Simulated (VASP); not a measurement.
# AlNi (zincblende type) (F-43m) in VASP: further runs

Runs on AlNi (zincblende type). Level: PBE. Tasks: relaxation of cell and atoms.

Everything below comes from runs of VASP 6.6.1. Logs are shortened: lines on timing, memory, paths and dates and some standing lists are left out, and cuts for length are marked.

### Step 1. The cell of the first run

Symmetry: F-43m, No. 216, cubic system. Conventional cell: a = 4.641 Å, b = 4.641 Å, c = 4.641 Å, α = 90.00°, β = 90.00°, γ = 90.00°. Ni (site symmetry -43m) has 4 Al at 2.01 Å within 2.7 Å. Within 2.7 Å of Al (site symmetry -43m) lie 4 Ni at 2.01 Å.

### Step 2. Relaxation of cell and atoms, PBE, target pressure 46 GPa, at which the enthalpy is minimised

File INCAR:

```
ALGO     = Normal         # electronic algorithm
EDIFF    = 1E-6           # SCF threshold, eV
EDIFFG   = -0.005         # ionic threshold
ENCUT    = 600            # plane-wave cutoff, eV
GGA      = PE             # functional
IBRION   = 2              # ionic algorithm
ISIF     = 3              # what is computed and relaxed
ISMEAR   = -1             # smearing method
LASPH    = True           # aspherical terms in the spheres
LCHARG   = False          # write CHGCAR
LREAL    = False          # projectors in reciprocal space
LWAVE    = False          # write WAVECAR
NELM     = 80             # most SCF steps
NSW      = 60             # ionic steps
PREC     = Accurate       # precision mode
PSTRESS  = 460.0        
SIGMA    = 0.08           # smearing width, eV
```

File KPOINTS:

```
k-points
0
Gamma
  13 13 13
```

File POSCAR:

```
AlNi
1.0
    0.0000000000      2.3206177538      2.3206177538
    2.3206177538      0.0000000000      2.3206177538
    2.3206177538      2.3206177538      0.0000000000
Ni Al
1 1
Direct
    0.0000000000      0.0000000000      0.0000000000
    0.2500000000      0.2500000000      0.2500000000
```

Potentials or basis: VASP PAW PBE potentials, release 64 (Ni, Al).

Started as:

```
cat potpaw_PBE.64/Ni/POTCAR potpaw_PBE.64/Al/POTCAR > POTCAR
mpirun -np 1 vasp_std > vasp.out
```

OUTCAR:

```text
EDIFF = 1E-6
   EDIFFG = -0.005
   ENCUT = 600
   GGA = PE
   IBRION = 2
   ISIF = 3
   ISMEAR = -1
   LASPH = True
   LREAL = False
   NELM = 80
   NSW = 60
   PREC = Accurate
   PSTRESS = 460.0

 ion  position               nearest neighbor table
   1  0.000  0.000  0.000-   2 2.01   2 2.01   2 2.01   2 2.01
   2  0.250  0.250  0.250-   1 2.01   1 2.01   1 2.01   1 2.01

  LATTYP: Found a face centered cubic cell.
 ALAT       =     4.6412355076

  Lattice vectors:

 A1 = (   0.0000000000,   2.3206177538,   2.3206177538)
 A2 = (   2.3206177538,   0.0000000000,   2.3206177538)
 A3 = (   2.3206177538,   2.3206177538,   0.0000000000)

Analysis of symmetry for initial positions (statically):
=====================================================================
 Subroutine PRICEL returns:
 Original cell was already a primitive cell.

 Routine SETGRP: Setting up the symmetry group for a
 face centered cubic supercell.

 Subroutine GETGRP returns: Found 24 space group operations
 (whereof 24 operations were pure point group operations)
 out of a pool of 48 trial point group operations.

The static configuration has the point symmetry T_d .

Analysis of symmetry for dynamics (positions and initial velocities):
=====================================================================
 Subroutine PRICEL returns:
 Original cell was already a primitive cell.

 Routine SETGRP: Setting up the symmetry group for a
 face centered cubic supercell.

 Subroutine GETGRP returns: Found 24 space group operations
 (whereof 24 operations were pure point group operations)
 out of a pool of 48 trial point group operations.

The dynamic configuration has the point symmetry T_d .

 Subroutine INISYM returns: Found 24 space group operations
 (whereof 24 operations are pure point group operations),
 and found     1 'primitive' translations

----------------------------------------------------------------------------------------

                                     Primitive cell

  volume of cell :      24.9943

  direct lattice vectors                    reciprocal lattice vectors
     0.000000000  2.320617754  2.320617754    -0.215459870  0.215459870  0.215459870
     2.320617754  0.000000000  2.320617754     0.215459870 -0.215459870  0.215459870
     2.320617754  2.320617754  0.000000000     0.215459870  0.215459870 -0.215459870

  length of vectors
[... 107 lines left out ...]
   GGA     = PE    functional components
   LHFCALC =     F    Hartree Fock is set to
   AEXX    =    0.0000 exact exchange contribution
   IVDW    =     0    specifies the selected vdW correction
   LEPSILON=     F    determine dielectric tensor
   LRPA    =     F    only Hartree local field effects (RPA)
 conjugate gradient relaxation of ions
 non-spin polarized calculation
  energy-cutoff  :      600.00
  volume of cell :       24.99
 maximum number of plane-waves:       869
   NGX = 13   NGY = 13   NGZ = 13

--------------------------------------- Ionic step        1  -------------------------------------------

 number of electron      13.0000001 magnetization

 Free energy of the ion-electron system (eV)
  ---------------------------------------------------
  ext. energy  EPLUGINS =         0.00000000
  ---------------------------------------------------
  free energy    TOTEN  =        -6.30437590 eV

  energy without entropy =       -6.29433694  energy(sigma->0) =       -6.29935642

------------------------ aborting loop because EDIFF is reached ----------------------------------------

  FORCE on cell =-STRESS in cart. coord.  units (eV):
  Direction    XX          YY          ZZ          XY          YZ          ZX
  --------------------------------------------------------------------------------------
  -------------------------------------------------------------------------------------
  Total       10.5704264     10.5704264     10.5704264     -0.0000000      0.0000000      0.0000000
  in kB      677.5826234    677.5826234    677.5826234     -0.0000000      0.0000000      0.0000000
  external PRESSURE =     217.5826234 kB  Pullay stress =     460.0000000 kB
[... 97 lines left out ...]
  energy  without entropy=       -7.0995524540  energy(sigma->0) =       -7.10501433

  enthalpy is  TOTEN    =         0.7303779213 eV   P V=        7.8408541272

[... ionic steps 4 to 8 ...]

--------------------------------------- Ionic step        9  -------------------------------------------

 number of electron      12.9999996 magnetization

------------------------ aborting loop because EDIFF is reached ----------------------------------------
[... 71 lines left out ...]
--------------------------------------- Ionic step       11  -------------------------------------------

 number of electron      12.9999996 magnetization

 Free energy of the ion-electron system (eV)
  ---------------------------------------------------
  ext. energy  EPLUGINS =         0.00000000
  ---------------------------------------------------
  free energy    TOTEN  =        -7.07997364 eV

  energy without entropy =       -7.06909710  energy(sigma->0) =       -7.07453537

 E-fermi :   7.9359     XC(G=0): -11.1716

 val. band max:        7.9329265153   @ k =  -0.4615   0.3846   0.0769
 cond. band min:       7.9581051338   @ k =   0.3846   0.0769   0.0000
 fundamental gap:      0.0251786185
 Fermi energy:         7.9359298486

 k-point     1 :       0.0000    0.0000    0.0000
  band No.  band energies     occupation
      1      -1.7241      2.00000
      2       5.0231      2.00000
      3       5.0231      2.00000
      4       5.0231      2.00000
      5       5.7894      2.00000
      6       5.7894      2.00000
      7      16.2605      0.00000
      8      16.2605      0.00000
      9      16.2605      0.00000
     10      18.1056      0.00000
[... 287 lines left out ...]
 k-point    24 :       0.4615    0.1538    0.0000
  band No.  band energies     occupation
      1       1.6810      2.00000
      2       4.1891      2.00000
      3       5.0383      2.00000
      4       5.2815      2.00000
      5       5.9973      2.00000
      6       6.0338      2.00000
      7       7.2405      1.99966
      8      12.4721      0.00000
      9      12.7243      0.00000
     10      16.0297      0.00000

 [... further k-points ...]

------------------------ aborting loop because EDIFF is reached ----------------------------------------

  FORCE on cell =-STRESS in cart. coord.  units (eV):
  Direction    XX          YY          ZZ          XY          YZ          ZX
  --------------------------------------------------------------------------------------
  -------------------------------------------------------------------------------------
  Total        7.8014067      7.8014067      7.8014067      0.0000000      0.0000000     -0.0000000
  in kB      459.4924846    459.4924846    459.4924846      0.0000000      0.0000000     -0.0000000
  external PRESSURE =      -0.5075154 kB  Pullay stress =     460.0000000 kB
[... 21 lines left out ...]
  energy  without entropy=       -7.0690971035  energy(sigma->0) =       -7.07453537

  enthalpy is  TOTEN    =         0.7300498545 eV   P V=        7.8100234990

 reached required accuracy - stopping structural energy minimisation
```

OSZICAR:

```text
N       E                     dE             d eps       ncg     rms          rms(c)
DAV:   1     0.515037527774E+02    0.51504E+02   -0.63314E+03  1688   0.153E+03
DAV:   2    -0.505368964977E+01   -0.56557E+02   -0.54090E+02  1688   0.223E+02
DAV:   3    -0.676964933561E+01   -0.17160E+01   -0.16947E+01  1942   0.506E+01
[... 84 lines left out ...]
  10 F= 0.73005084E+00 E0= 0.73548978E+00  d E =-.726168E-04
       N       E                     dE             d eps       ncg     rms          rms(c)
DAV:   1    -0.707997659543E+01    0.86643E-03   -0.41559E-05  1798   0.130E-01    0.160E-02
DAV:   2    -0.707997951449E+01   -0.29191E-05   -0.10387E-04  1846   0.186E-01    0.191E-02
DAV:   3    -0.707997368772E+01    0.58268E-05   -0.39791E-05  1758   0.117E-01    0.228E-03
DAV:   4    -0.707997364454E+01    0.43184E-07   -0.29107E-07   852   0.599E-03
  11 F= 0.73004985E+00 E0= 0.73548813E+00  d E =-.736067E-04
```

CONTCAR:

```text
AlNi
   1.00000000000000
     0.0000000000000000    2.3870326821998762    2.3870326821998762
     2.3870326821998762   -0.0000000000000000    2.3870326821998762
     2.3870326821998762    2.3870326821998762    0.0000000000000000
  Ni              Al
     1     1
Direct
     0.0000000000000000    0.0000000000000000    0.0000000000000000
     0.2500000000000000    0.2500000000000000    0.2500000000000000

  0.00000000E+00  0.00000000E+00  0.00000000E+00
  0.00000000E+00  0.00000000E+00  0.00000000E+00
```

It took 4.4 min on 1 thread of Intel Xeon 8259CL, shared host; peak memory 0.19 GiB.

Results:

```
Free energy                                                : -7.0800 eV
Relaxed volume                                             : 13.60 Å³/atom
Relaxed cell                                               : a = 3.376 Å, b = 3.376 Å, c = 3.376 Å, α = 60.00°, β = 60.00°, γ = 60.00°
Space group after relaxing (to 0.1 Å)                      : F-43m (No. 216)
Energy change on relaxing (the run minimises the enthalpy) : -387.8 meV/atom
Ionic steps                                                : 11
Pressure after relaxing                                    : 45.9 GPa
Band gap on the k mesh                                     : zero (an odd number of electrons rules out a gap without spin polarisation)
```

The path:
```tsv
step	energy change (eV)	largest force (eV/Å)	pressure (GPa)	volume (Å³)
1	0.0000	0.0000	67.76	24.99
2	-1.6360	0.0000	18.86	31.65
3	-0.8061	0.0000	45.08	27.31
4	-0.7763	0.0000	46.09	27.20
5	-0.7893	0.0000	45.58	27.25
6	-0.7537	0.0000	46.78	27.13
7	-0.7721	0.0000	46.08	27.19
8	-0.7749	0.0000	46.06	27.20
9	-0.7826	0.0000	45.77	27.23
10	-0.7765	0.0000	45.93	27.21
11	-0.7756	0.0000	45.95	27.20
```

Final structure:
```
CELL_PARAMETERS angstrom
0.00000 2.38703 2.38703
2.38703 0.00000 2.38703
2.38703 2.38703 0.00000
ATOMIC_POSITIONS crystal
Ni 0.00000 0.00000 0.00000
Al 0.25000 0.25000 0.25000
```

Levels at points of the mesh, in eV from the Fermi level:
```csv
k point,band 3,band 4,band 5,band 6,band 7,band 8,band 9,band 10
"(0.00, 0.00, 0.00)",-2.91,-2.91,-2.15,-2.15,8.32,8.32,8.32,10.17
```

Caveat: the cell is relaxed towards a set pressure, so the run minimises the enthalpy, not the energy.

(Continued in part 2 of 2.)

The gap in the log of VASP goes by the Fermi energy; the results here count the filled bands.